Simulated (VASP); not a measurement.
Runs of VASP 6.6.1 on SbMo. The structure is that of space group Fm-3m (No. 225), or close to it. The cells are those of the table. 

```tsv
task	cell	cutoff (eV)	ions in elastic constants	k mesh for the DOS	occupations for the DOS	gap on the mesh (eV)	pressure (GPa)
single point	a = 3.854 Å, angles 60.0°, 2 atoms	520	-	-	-	none	(b)
single point	a = 3.905 Å, angles 60.0°, 2 atoms	520	-	-	-	none	-4.9
single point	a = 3.802 Å, angles 60.0°, 2 atoms	520	-	-	-	none	6.3
single point	a = 3.880 Å, angles 60.0°, 2 atoms	520	-	-	-	none	(a)
single point	a = 3.828 Å, angles 60.0°, 2 atoms	520	-	-	-	none	3.0
```

Alike in all rows: level PBEsol; potentials or basis VASP PAW PBE potentials, release 64 (Mo_sv, Sb); no spin polarisation; k mesh 10 × 10 × 10; smearing gaussian 0.05 eV.

Task: Fill in the values left out.

Result: (a) -2.6; (b) 1.0.

Caveats: the PAW data sets were made with another functional, which shifts forces and pressure a little; spin-orbit coupling is left out, which moves the levels of the heavy elements.

A k mesh can miss the band edges, and the runs leave out spin-orbit coupling on Mo, Sb.

A gap of «none» marks levels without a gap at the run's occupations.
